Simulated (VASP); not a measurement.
Set up this calculation in VASP 6.6.1, as the native input.

```yaml
Task: single point
Functional: r2SCAN
Potentials_or_basis: VASP PAW PBE potentials, release 64 (Ti_sv, Al)
Cutoff: 520 eV
k_mesh: 16 × 16 × 16
Occupations: gaussian, width 0.1 eV
Spin: no spin polarisation
Dipole_correction: no
Further_INCAR_settings: ALGO = Normal; EDIFF = 1e-07; NBANDS = 18
```

TiAl3:

```
Ti Al
1.0
    -1.95913    1.95913    4.40157
     1.95913   -1.95913    4.40157
     1.95913    1.95913   -4.40157
Ti Al
1 3
Direct
  0.00000 0.00000 0.00000
  0.50000 0.50000 0.00000
  0.75000 0.25000 0.50000
  0.25000 0.75000 0.50000
```

The input as run:

POSCAR

```
TiAl3
1.0
   -1.9591330949      1.9591330949      4.4015722268
    1.9591330949     -1.9591330949      4.4015722268
    1.9591330949      1.9591330949     -4.4015722268
Ti Al
1 3
Direct
    0.0000000000      0.0000000000      0.0000000000
    0.5000000000      0.5000000000      0.0000000000
    0.7500000000      0.2500000000      0.5000000000
    0.2500000000      0.7500000000      0.5000000000
```

INCAR.step1

```
SYSTEM = TiAl3
PREC = Accurate ; ENCUT = 520
ISMEAR = 0 ; SIGMA = 0.1
LREAL = .False. ; LASPH = .True.
NELM = 80 ; NBANDS = 18
GGA = PE ; ALGO = Normal
EDIFF = 1E-4 ; LWAVE = .True.
LCHARG = .False.
```

INCAR.step2

```
SYSTEM = TiAl3
PREC = Accurate ; ENCUT = 520
EDIFF = 1E-7 ; ISMEAR = 0
SIGMA = 0.1 ; LREAL = .False.
LASPH = .True. ; NELM = 80
ALGO = Normal ; ISIF = 2
LWAVE = .False. ; LCHARG = .False.
METAGGA = R2SCAN ; LMIXTAU = .True.
NBANDS = 18 ; ISTART = 1
```

KPOINTS

```
regular mesh
0
Gamma
  16 16 16
  0 0 0
```

Potentials or basis: VASP PAW PBE potentials, release 64 (Ti_sv, Al).

Command:

```console
$ cat potpaw_PBE.64/Ti_sv/POTCAR potpaw_PBE.64/Al/POTCAR > POTCAR
$ cp INCAR.step1 INCAR
$ mpirun -np 1 vasp_std > vasp.out
$ cp INCAR.step2 INCAR
$ mpirun -np 1 vasp_std > vasp.out
```

Results of the run:

The pressure is -7.6 GPa and the band gap on the k mesh is zero (an odd number of electrons rules out a gap without spin polarisation).

Caveat: the cell stands under tension; the PAW data sets were made with another functional, which shifts forces and pressure a little.

It took 20 min on 1 thread of Intel(R) Xeon(R) 6975P-C (Granite Rapids), on a shared host, peak memory 0.56 GiB.
